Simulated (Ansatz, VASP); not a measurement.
## One calculation of Pt, two programs

```xyz
1
Lattice="-0.7282 1.7141 1.7141 1.7141 -0.7282 1.7141 1.7141 1.7141 -0.7282" Properties=species:S:1:pos:R:3 pbc="T T T"
Pt    0.0000    0.0000    0.0000
```

Alike in both runs: task single point; functional LDA; k mesh 22 × 22 × 22; occupations gaussian, width 0.15 eV; no spin polarisation.

```csv
,VASP,Ansatz
version,VASP 6.6.1,Ansatz 0.2.0
potentials or method,"VASP PAW LDA potentials, release 64 (Pt), cutoff 520 eV","scalar-relativistic, plane waves, PAW"
valence electrons in the cell,10,18
```

VASP gave:

| Item | Value |
| --- | --- |
| gap on the k mesh at the Fermi level (eV) | none |
| pressure (GPa) | 13.5 |
| traceless stress, the component that is largest in VASP (GPa) | -0.37 |

Problem. Estimate Ansatz's values.

Solution. gap on the k mesh at the Fermi level (eV): none; pressure (GPa): 12.9; traceless stress, the component that is largest in VASP (GPa): -0.43.

Ansatz warns that its potentials were made for another functional, while VASP's fit it. LDA's correlation is that of Perdew and Zunger in VASP and of Perdew and Wang (1992) in Ansatz. A gap of «none» marks a metal or a gap that the smearing closes. VASP's potentials hold 10 valence electrons a cell and Ansatz's 18, so a difference there can come from the potentials and not from the codes.

Neither program's run includes spin-orbit coupling.
